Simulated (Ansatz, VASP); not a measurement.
# Pb in VASP and in Ansatz

```
Pb
1.0
    -1.96498    1.96498    1.96498
     1.96498   -1.96498    1.96498
     1.96498    1.96498   -1.96498
Pb
1
Direct
  0.00000 0.00000 0.00000
```

Alike in both runs: task single point; functional PBE; dispersion D3(BJ); k mesh 16 × 16 × 16; occupations gaussian, width 0.1 eV; no spin polarisation.

|  | VASP | Ansatz |
| --- | --- | --- |
| version | VASP 6.6.1 | Ansatz 0.2.0 |
| potentials or method | VASP PAW PBE potentials, release 64 (Pb_d), cutoff 520 eV | scalar-relativistic, plane waves, PAW |
| valence electrons in the cell | 14 | 14 |

```tsv
	VASP	Ansatz	Ansatz less VASP
gap on the k mesh at the Fermi level (eV)	none	none	-
pressure (GPa)	0.0	0.0	+0.05
```

A gap of «none» marks a metal or a gap that the smearing closes.

Spin-orbit coupling is off throughout.
